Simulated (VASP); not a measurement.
# Ba (Cmmm) in VASP: a series of runs

Ba is run at these levels: PBE+D3(BJ); tasks: single point.

Everything below comes from runs of VASP 6.6.1. Logs are shortened: lines on timing, memory, paths and dates and some standing lists are left out, and cuts for length are marked.

**1. The cell of the first run**

The structure is orthorhombic, space group Cmmm (No. 65). The conventional cell has a = 3.754 Å, b = 7.300 Å, c = 5.700 Å, α = 90.00°, β = 90.00°, γ = 90.00°. Within 4.9 Å of Ba (site symmetry mmm) lie 6 Ba at 3.75 to 4.10 Å.

**2. Single point, PBE+D3(BJ) (strain -0.0400 x Voigt [1, 0, 0, 0, 0, 0])**

INCAR reads:

```
PREC     = Accurate       # precision mode
ENCUT    = 520            # plane-wave cutoff, eV
EDIFF    = 1E-7           # SCF threshold, eV
ISMEAR   = 0              # smearing method
SIGMA    = 0.15           # smearing width, eV
LREAL    = F              # projectors in reciprocal space
LASPH    = T              # aspherical terms in the spheres
NELM     = 100            # most SCF steps
ALGO     = Normal         # electronic algorithm
ISIF     = 2              # what is computed and relaxed
LWAVE    = F              # write WAVECAR
LCHARG   = T              # write CHGCAR
GGA      = PE             # functional
IVDW     = 12             # dispersion correction
LELF     = T              # ELF
LVHAR    = T            
NBANDS   = 11             # bands
```

KPOINTS reads:

```
regular mesh
0
Gamma
  14 14 8
```

POSCAR reads:

```
Ba
1.0
    1.8768000000     -3.6500000000      0.0000000000
    1.8768000000      3.6500000000      0.0000000000
    0.0000000000      0.0000000000      5.7000000000
Ba
1
Direct
    0.0000000000      0.0000000000      0.0000000000
```

Potentials or basis: VASP PAW PBE potentials, release 64 (Ba_sv).

Run with:

```bash
cat potpaw_PBE.64/Ba_sv/POTCAR > POTCAR
mpirun -np 1 vasp_std > vasp.out
```

OUTCAR:

```text
PREC = Accurate
   ENCUT = 520
   EDIFF = 1E-7
   ISMEAR = 0
   LREAL = F
   LASPH = T
   NELM = 100
   ISIF = 2
   GGA = PE
   IVDW = 12
 IVDW          = 12

 ion  position               nearest neighbor table
   1  0.000  0.000  0.000-

  LATTYP: Found a base centered orthorhombic cell.
 ALAT       =     3.7536000000
 B/A-ratio  =     1.9447996590
 C/A-ratio  =     1.5185421995

  Lattice vectors:

 A1 = (   1.8768000000,  -3.6500000000,   0.0000000000)
 A2 = (   1.8768000000,   3.6500000000,   0.0000000000)
 A3 = (   0.0000000000,   0.0000000000,   5.7000000000)

Analysis of symmetry for initial positions (statically):
=====================================================================
 Subroutine PRICEL returns:
 Original cell was already a primitive cell.

 Routine SETGRP: Setting up the symmetry group for a
 base centered orthorhombic supercell.

 Subroutine GETGRP returns: Found  8 space group operations
 (whereof  8 operations were pure point group operations)
 out of a pool of  8 trial point group operations.

The static configuration has the point symmetry D_2h.

Analysis of symmetry for dynamics (positions and initial velocities):
=====================================================================
 Subroutine PRICEL returns:
 Original cell was already a primitive cell.

 Routine SETGRP: Setting up the symmetry group for a
 base centered orthorhombic supercell.

 Subroutine GETGRP returns: Found  8 space group operations
 (whereof  8 operations were pure point group operations)
 out of a pool of  8 trial point group operations.

The dynamic configuration has the point symmetry D_2h.

 Subroutine INISYM returns: Found  8 space group operations
 (whereof  8 operations are pure point group operations),
 and found     1 'primitive' translations

----------------------------------------------------------------------------------------

                                     Primitive cell

  volume of cell :      78.0936

  direct lattice vectors                    reciprocal lattice vectors
     1.876800000 -3.650000000  0.000000000     0.266410912 -0.136986301  0.000000000
     1.876800000  3.650000000  0.000000000     0.266410912  0.136986301  0.000000000
     0.000000000  0.000000000  5.700000000     0.000000000  0.000000000  0.175438596

  length of vectors
     4.104251240  4.104251240  5.700000000     0.299566388  0.299566388  0.175438596

  position of ions in fractional coordinates (direct lattice)
     0.000000000  0.000000000  0.000000000

  ion indices of the primitive-cell ions
   primitive index   ion index
                 1           1

----------------------------------------------------------------------------------------

 KPOINTS: regular mesh

Automatic generation of k-mesh.
 Grid dimensions read from file:
 generate k-points for:   14   14    8

 Generating k-lattice:

  Cartesian coordinates                     Fractional coordinates (reciprocal lattice)
     0.019029351 -0.009784736  0.000000000     0.071428571 -0.000000000  0.000000000
     0.019029351  0.009784736  0.000000000    -0.000000000  0.071428571  0.000000000
     0.000000000  0.000000000  0.021929825     0.000000000  0.000000000  0.125000000

  Length of vectors
     0.021397599  0.021397599  0.021929825

  Shift w.r.t. Gamma in fractional coordinates (k-lattice)
     0.000000000  0.000000000  0.000000000

 Subroutine IBZKPT returns following result:
 ===========================================

 Found    285 irreducible k-points:

 Following reciprocal coordinates:
            Coordinates               Weight
  0.000000  0.000000  0.000000      1.000000
  0.071429  0.000000  0.000000      4.000000
  0.142857  0.000000  0.000000      4.000000
  0.214286  0.000000  0.000000      4.000000
  0.285714  0.000000  0.000000      4.000000
  0.357143  0.000000  0.000000      4.000000
[... 16 lines left out ...]
  0.214286  0.142857  0.000000      4.000000
  0.285714  0.142857  0.000000      4.000000
 [... further k-points ...]
   k-points           NKPTS =    285   k-points in BZ     NKDIM =    285   number of bands    NBANDS=     11
   number of dos      NEDOS =    301   number of ions     NIONS =      1
   total plane-waves  NPLWV =  43008
   dimension x,y,z NGX =    32 NGY =   32 NGZ =   42
   dimension x,y,z NGXF=    64 NGYF=   64 NGZF=   84
   ions per type =               1
   NGX,Y,Z   is equivalent  to a cutoff of  12.96, 12.96, 12.25 a.u.
   NGXF,Y,Z  is equivalent  to a cutoff of  25.92, 25.92, 24.50 a.u.
 SYSTEM =  unknown system
   PREC   = accura    normal or accurate (medium, high low for compatibility)
   ISTART =      0    job   : 0-new  1-cont  2-samecut
   ICHARG =      2    charge: 1-file 2-atom 10-const
   ISPIN  =      1    spin polarized calculation?
   LNONCOLLINEAR =      F non collinear calculations
   LSORBIT =      F    spin-orbit coupling
   LASPH  =      T    aspherical Exc in radial PAW
   ENCUT  =  520.0 eV  38.22 Ry    6.18 a.u.   7.63  7.63 10.60*2*pi/ulx,y,z
   NELM   =    100;   NELMIN=  2; NELMDL= -5     # of ELM steps
   EDIFF  = 0.1E-06   stopping-criterion for ELM
   LREAL  =      F    real-space projection
   EDIFFG = 0.1E-05   stopping-criterion for IOM
   NSW    =      0    number of steps for IOM
   IBRION =     -1    ionic relax: 0-MD 1-quasi-New 2-CG
   NFREE  =      0    steps in history (QN), initial steepest desc. (CG)
   ISIF   =      2    stress and relaxation
   ISYM   =      2    0-nonsym 1-usesym 2-fastsym
   POTIM  = 0.5000    time-step for ionic-motion
   TEBEG  =    0.0;   TEEND  =   0.0 temperature during run
   PSTRESS=    0.0 pullay stress
   NELECT =      10.0000    total number of electrons
   NUPDOWN=      -1.0000    fix difference up-down
   EMIN   =  10.00;   EMAX   =-10.00  energy-range for DOS
   EFERMI =   0.00;   METHOD = LEGACY
   ISMEAR =     0;   SIGMA  =   0.15  broadening in eV -4-tet -1-fermi 0-gaus
   EFERMI_NEDOS =   21; number of points for ismear=-14 and -15
   IALGO  =     38    algorithm
   IMIX   =      4    mixing-type and parameters
     AMIX     =   0.40;   BMIX     =  1.00
     AMIX_MAG =   1.60;   BMIX_MAG =  1.00
  volume/ion in A,a.u.               =      78.09       527.00
  Fermi-wavevector in a.u.,A,eV,Ry     =   0.825156  1.559319  9.263976  0.680883
  Thomas-Fermi vector in A             =   1.936966
   LORBIT       =      0    0 simple, 1 ext, 2 COOP (PROOUT), +10 PAW based schemes
   GGA     = PE    functional components
   LHFCALC =     F    Hartree Fock is set to
   AEXX    =    0.0000 exact exchange contribution
   IVDW    =    12    specifies the selected vdW correction
   LEPSILON=     F    determine dielectric tensor
   LRPA    =     F    only Hartree local field effects (RPA)
 non-spin polarized calculation
 Gauss-broadening in eV      SIGMA  =   0.15
  energy-cutoff  :      520.00
  volume of cell :       78.09
 maximum number of plane-waves:      2126
   NGX = 15   NGY = 15   NGZ = 21

 number of electron      10.0000000 magnetization

 Free energy of the ion-electron system (eV)
  ---------------------------------------------------
  ext. energy  EPLUGINS =         0.00000000
  ---------------------------------------------------
  free energy    TOTEN  =        -1.26543452 eV

  energy without entropy =       -1.23219107  energy(sigma->0) =       -1.24881279

 E-fermi :   0.8224     XC(G=0):  -6.5478

 val. band max:        0.8162864936   @ k =  -0.4286   0.1429   0.5000
 cond. band min:       0.8232689799   @ k =   0.2857   0.0714   0.3750
 fundamental gap:      0.0069824862
 Fermi energy:         0.8224436463

 k-point     1 :       0.0000    0.0000    0.0000
  band No.  band energies     occupation
      1     -28.2697      2.00000
      2     -13.5197      2.00000
      3     -13.0107      2.00000
      4     -12.8387      2.00000
      5      -1.5021      2.00000
      6       0.7493      1.50970
      7       2.1036      0.00000
      8       3.6665      0.00000
      9       3.9911      0.00000
     10       4.9044      0.00000
     11       5.4678      0.00000

 k-point     2 :       0.0714    0.0000    0.0000
  band No.  band energies     occupation
      1     -28.2628      2.00000
      2     -13.5107      2.00000
      3     -13.0259      2.00000
      4     -12.9000      2.00000
      5      -1.3801      2.00000
      6       0.8395      0.87254
      7       2.1905      0.00000
      8       3.4567      0.00000
      9       3.6636      0.00000
     10       4.9303      0.00000
     11       5.7135      0.00000

 k-point     3 :       0.1429    0.0000    0.0000
  band No.  band energies     occupation
      1     -28.2434      2.00000
      2     -13.4855      2.00000
      3     -13.1156      2.00000
      4     -13.0188      2.00000
      5      -1.0459      2.00000
      6       1.0887      0.01207
      7       2.3124      0.00000
      8       3.0890      0.00000
      9       3.2114      0.00000
     10       4.8059      0.00000
     11       6.2585      0.00000

 k-point     4 :       0.2143    0.0000    0.0000
  band No.  band energies     occupation
      1     -28.2151      2.00000
      2     -13.4486      2.00000
      3     -13.3459      2.00000
      4     -13.0762      2.00000
      5      -0.5857      2.00000
      6       1.3419      0.00000
      7       2.2589      0.00000
      8       2.5241      0.00000
      9       3.5750      0.00000
     10       4.6053      0.00000
     11       6.7772      0.00000

 k-point     5 :       0.2857    0.0000    0.0000
  band No.  band energies     occupation
      1     -28.1834      2.00000
      2     -13.6008      2.00000
      3     -13.4071      2.00000
      4     -13.1245      2.00000
      5      -0.1387      2.00000
      6       1.3248      0.00000
      7       2.0385      0.00000
      8       2.5983      0.00000
      9       4.3536      0.00000
     10       4.4082      0.00000
     11       7.0830      0.00000
[... 211 lines left out ...]
 k-point    21 :      -0.0714    0.0714    0.0000
  band No.  band energies     occupation
      1     -28.2660      2.00000
      2     -13.5142      2.00000
      3     -13.0539      2.00000
      4     -12.8453      2.00000
      5      -1.4011      2.00000
      6       0.8162      1.04692
      7       2.0285      0.00000
      8       3.6211      0.00000
      9       3.7601      0.00000
     10       5.2731      0.00000
     11       5.4353      0.00000

 k-point    22 :       0.1429    0.1429    0.0000
  band No.  band energies     occupation
      1     -28.1924      2.00000
      2     -13.5393      2.00000
      3     -13.4205      2.00000
      4     -13.0788      2.00000
      5      -0.2695      2.00000
      6       1.6836      0.00000
      7       1.7623      0.00000
      8       2.2194      0.00000
      9       4.0685      0.00000
     10       4.5314      0.00000
     11       7.0935      0.00000

 k-point    23 :       0.2143    0.1429    0.0000
  band No.  band energies     occupation
      1     -28.1636      2.00000
      2     -13.7546      2.00000
      3     -13.3828      2.00000
      4     -13.1297      2.00000
      5       0.2461      2.00000
      6       1.3627      0.00000
      7       1.8482      0.00000
      8       2.1645      0.00000
      9       4.2300      0.00000
     10       4.9260      0.00000
     11       7.2022      0.00000

 k-point    24 :       0.2857    0.1429    0.0000
  band No.  band energies     occupation
      1     -28.1402      2.00000
      2     -13.9098      2.00000
      3     -13.3514      2.00000
      4     -13.1913      2.00000
      5       0.5266      1.99472
      6       1.4253      0.00000
      7       1.5997      0.00000
      8       2.6641      0.00000
      9       3.9043      0.00000
     10       5.2087      0.00000
     11       7.3444      0.00000

 [... further k-points ...]

------------------------ aborting loop because EDIFF is reached ----------------------------------------

 Edisp (eV)   -0.15491

 E8    (eV) :    -0.0886

  FORCE on cell =-STRESS in cart. coord.  units (eV):
  Direction    XX          YY          ZZ          XY          YZ          ZX
  --------------------------------------------------------------------------------------
  -------------------------------------------------------------------------------------
  Total       1.71664     0.44363    -1.34789     0.00000     0.00000     0.00000
  in kB      35.21874     9.10158   -27.65346     0.00000     0.00000     0.00000
  external pressure =        5.56 kB  Pullay stress =        0.00 kB

 VOLUME and BASIS-vectors are now :
 -----------------------------------------------------------------------------
  energy-cutoff  :      520.00
  volume of cell :       78.09
      direct lattice vectors                 reciprocal lattice vectors
     1.876800000 -3.650000000  0.000000000     0.266410912 -0.136986301  0.000000000
     1.876800000  3.650000000  0.000000000     0.266410912  0.136986301  0.000000000
     0.000000000  0.000000000  5.700000000     0.000000000  0.000000000  0.175438596

 POSITION                                       TOTAL-FORCE (eV/Angst)
 -----------------------------------------------------------------------------------
      0.00000      0.00000      0.00000         0.000000      0.000000      0.000000
 -----------------------------------------------------------------------------------
    total drift:                               -0.000000      0.000000      0.000000

  FREE ENERGIE OF THE ION-ELECTRON SYSTEM (eV)
  ---------------------------------------------------
  free  energy   TOTEN  =        -1.4203490519 eV

  energy  without entropy=       -1.3871055973  energy(sigma->0) =       -1.40372732
```

Run time: 3.7 min. Hardware: 1 thread of AMD EPYC 7R43 (Zen 3), shared host; peak memory 0.35 GiB.

What came out:

```yaml
Free_energy: -1.4203 eV
Pressure: 0.6 GPa
Band_gap_on_the_k_mesh: zero (band 5 reaches 1.63 eV, above the bottom of band 6 at 0.53 eV)
Dispersion_energy_per_atom: -0.155 eV
```

Stress tensor (GPa, compression positive):
```
 3.52  0.00  0.00
 0.00  0.91  0.00
 0.00  0.00 -2.77
```

Levels at points of the mesh, in eV from the Fermi level:
| k point | band 2 | band 3 | band 4 | band 5 | band 6 | band 7 | band 8 | band 9 |
| --- | --- | --- | --- | --- | --- | --- | --- | --- |
| (0.00, 0.00, 0.00) | -14.34 | -13.83 | -13.66 | -2.32 | -0.07 | 1.28 | 2.84 | 3.17 |
| (0.50, 0.00, 0.00) | -14.84 | -14.16 | -14.03 | -0.80 | 0.53 | 1.60 | 2.01 | 3.30 |
| (0.50, 0.50, 0.00) | -14.62 | -14.23 | -13.79 | -0.74 | 0.56 | 1.11 | 1.44 | 4.08 |
| (0.00, 0.00, 0.50) | -14.36 | -13.83 | -13.66 | -1.74 | -0.15 | 1.30 | 2.10 | 2.87 |
| (0.50, 0.00, 0.50) | -14.84 | -14.17 | -14.02 | -0.67 | -0.20 | 2.99 | 3.12 | 3.41 |
| (0.50, 0.50, 0.50) | -14.62 | -14.24 | -13.79 | -0.59 | -0.29 | 2.64 | 2.70 | 3.05 |

Caveat: the cell differs from its parent crystal (strain -0.0400 x Voigt [1, 0, 0, 0, 0, 0]); spin-orbit coupling is left out, which moves the levels of the heavy elements; pairwise dispersion overbinds metals, which lowers pressure and volume.

(Part 1 of 2 ends here.)
